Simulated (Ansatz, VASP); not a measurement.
## Two plane-wave programs on CuI

```
CELL_PARAMETERS angstrom
4.05511 -0.09327 0.00000
-0.09327 4.05511 0.00000
0.00000 0.00000 6.34568
ATOMIC_POSITIONS crystal
Cu 0.50000 0.50000 0.00000
Cu 0.00000 0.00000 0.00000
I 0.50000 0.00000 0.26653
I 0.00000 0.50000 0.73347
```

Change from the starting cell: shear_xy strain -4.6%.

Alike in both runs: task single point; functional PBE; k mesh 6 × 6 × 4; occupations fermi-dirac, width 0.02 eV; no spin polarisation.

|  | VASP | Ansatz |
| --- | --- | --- |
| version | VASP 6.6.1 | Ansatz 0.2.0 |
| potentials or method | VASP PAW PBE potentials, release 64 (Cu, I) | plane waves, PAW |
| plane-wave cutoff (eV) | 520 | 420 |
| valence electrons in the cell | 36 | 72 |

Ansatz gave:

| Property | Result |
| --- | --- |
| gap on the k mesh at the Fermi level (eV) | 1.56 |
| pressure (GPa) | 2.2 |
| traceless stress, the component that is largest in VASP (GPa) | 0.13 |
| rms of the force components (eV/Å) | 0.061 |

Q: What did VASP give for the same quantities?

A: gap on the k mesh at the Fermi level (eV): 1.57; pressure (GPa): 2.3; traceless stress, the component that is largest in VASP (GPa): 0.11; rms of the force components (eV/Å): 0.065.

Atom by atom the forces differ by 0.004 eV/Å (rms over components). VASP's potentials hold 36 valence electrons a cell and Ansatz's 72, so a difference there can come from the potentials and not from the codes.

Spin-orbit coupling is off throughout.
